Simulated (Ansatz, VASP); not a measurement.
## KTaO3: VASP beside Ansatz

```
Ta K O
1.0
     3.98830    0.00000    0.00000
     0.00000    3.98830    0.00000
     0.00000    0.00000    3.98830
Ta K O
1 1 3
Direct
  0.00000 0.00000 0.00000
  0.50000 0.50000 0.50000
  0.00000 0.00000 0.50000
  0.00000 0.50000 0.00000
  0.50000 0.00000 0.00000
```

Alike in both runs: task relaxation of cell and atoms; functional r2SCAN; k mesh 7 × 7 × 7; occupations fermi-dirac, width 0.05 eV; no spin polarisation; Hubbard terms Ta d U = 2.0 eV.

```csv
,VASP,Ansatz
version,VASP 6.6.1,Ansatz 0.2.0
potentials or method,"VASP PAW PBE potentials, release 64 (Ta_pv, K_sv, O)",Ansatz PAW
plane-wave cutoff (eV),600,500
valence electrons in the cell,38,40
```

|  | VASP | Ansatz | Ansatz less VASP |
| --- | --- | --- | --- |
| gap on the k mesh at the Fermi level, each at its own relaxed structure (eV) | 2.91 | 2.94 | +0.032 |
| relaxed volume (Å³/atom) | 12.87 | 12.74 | -0.130 |
| relaxed length of the cell vector where the two differ most in proportion (Å) | 4.007 | 3.994 | -0.0135 |

VASP's potentials were made for PBE, not for r2SCAN. The programs project onto different local orbitals, so the same U acts differently, and such runs can settle in different states. VASP's potentials hold 38 valence electrons a cell and Ansatz's 40, so a difference there can come from the potentials and not from the codes.

Spin-orbit coupling is off throughout. Noted on Ansatz's run: odd divisions of the mesh miss points on the zone boundary, where band edges often lie, so the gap on the mesh can be too wide; the plane-wave basis is chosen anew once the cell has moved, so the energies of steps on either side of that aren't comparable.
